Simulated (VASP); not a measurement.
A run of VASP 6.6.1:

INCAR

```
SYSTEM = Sc
PREC = Accurate ; ENCUT = 520
EDIFF = 1E-6 ; ISMEAR = -1
SIGMA = 0.05 ; LREAL = .FALSE.
LASPH = .TRUE. ; NELM = 60
ALGO = Normal ; ISIF = 2
LWAVE = .FALSE. ; LCHARG = .FALSE.
NBANDS = 12
```

File KPOINTS:

```
Automatic mesh
0
G
  15 15 15
  0 0 0
```

Contents of POSCAR:

```
Sc
1.0
    2.4798688841      0.0000000000      0.0000000000
    0.0000000000      2.4798688841      0.0000000000
    0.0000000000      0.0000000000      2.4798688841
Sc
1
Direct
    0.0000000000      0.0000000000      0.0000000000
```

Potentials or basis: VASP PAW LDA potentials, release 64 (Sc_sv).

Launch:

```bash
$ cat potpaw_LDA.64/Sc_sv/POTCAR > POTCAR
$ mpirun -np 1 vasp_std > vasp.out
```

Hardware: 1 thread of Intel(R) Xeon(R) Platinum 8259CL CPU @ 2.50GHz (Skylake/Cascade Lake), with other jobs on the host.

Q: How long does it take, and how much memory?

A: Wall time 13 s on 1 thread of Intel(R) Xeon(R) Platinum 8259CL CPU @ 2.50GHz (Skylake/Cascade Lake), on a shared host, peak memory 0.13 GiB. Counts: scf iterations 11, k points 120.
